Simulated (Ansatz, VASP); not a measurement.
One calculation of BaS, two programs

```
Ba S
1.0
     0.00000    3.21284    3.21284
     3.21284    0.00000    3.21284
     3.21284    3.21284    0.00000
Ba S
1 1
Direct
  0.00000 0.00000 0.00000
  0.50000 0.50000 0.50000
```

Alike in both runs: functional r2SCAN; k mesh 8 × 8 × 8; occupations fermi-dirac, width 0.02 eV; no spin polarisation.

Ansatz relaxed the structure, and its values are those at the end. VASP's run is a single point on that final structure, the one shown.

```csv
,VASP,Ansatz
version,VASP 6.6.1,Ansatz 0.2.0
potentials or method,"VASP PAW PBE potentials, release 64 (Ba_sv, S), cutoff 520 eV",PAW plane waves
valence electrons in the cell,16,16
```

```csv
,VASP,Ansatz,Ansatz less VASP
gap on the k mesh at the Fermi level (eV),2.49,2.58,+0.087
pressure (GPa),0.5,0.0,-0.55
```

VASP's potentials were made for PBE, not for r2SCAN. The functional is the same, so the differences come from potentials, cutoffs and numerics.

Neither program's run includes spin-orbit coupling.
